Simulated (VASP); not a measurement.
Crystal: MgO.

```
Mg O
1.0
     2.65982    0.00000    0.00000
     0.00000    2.65982    0.00000
     0.00000    0.00000    2.65982
Mg O
1 1
Direct
  0.00000 0.00000 0.00000
  0.50000 0.50000 0.50000
```

- Program: VASP 6.6.1
- Task: relaxation of cell and atoms
- Functional: LDA
- Potentials or basis: VASP PAW LDA potentials, release 64 (Mg_sv, O)
- Cutoff: 840 eV
- k mesh: 8 × 8 × 8
- Occupations: fermi-dirac, width 0.02 eV
- Spin: no spin polarisation

At the start: pressure -9.7 GPa; volume 9.41 Å³/atom.

Problem. How do energy, volume and symmetry change on relaxing?

Solution. Over 3 steps the energy falls by 19.4 meV/atom and the volume is 8.80 Å³/atom (-6.5 %); space group Pm-3m (No. 221, to 0.1 Å) before and after.

Step by step:
| step | energy change (eV) | largest force (eV/Å) | pressure (GPa) | volume (Å³) |
| --- | --- | --- | --- | --- |
| 1 | 0.0000 | 0.0000 | -9.68 | 18.82 |
| 2 | -0.0363 | 0.0000 | 2.82 | 17.31 |
| 3 | -0.0388 | 0.0000 | 0.03 | 17.60 |

Final structure:
```cif
data_structure
_symmetry_space_group_name_H-M 'P 1'
_symmetry_Int_Tables_number 1
_cell_length_a 2.6011
_cell_length_b 2.6011
_cell_length_c 2.6011
_cell_angle_alpha 90.000
_cell_angle_beta 90.000
_cell_angle_gamma 90.000
_cell_volume 17.60
loop_
_atom_site_label
_atom_site_type_symbol
_atom_site_fract_x
_atom_site_fract_y
_atom_site_fract_z
_atom_site_occupancy
Mg1 Mg 0.00000 0.00000 0.00000 1
O1 O 0.50000 0.50000 0.50000 1
```

Caveat: the structure was generated, so it needn't be the stable form of MgO.
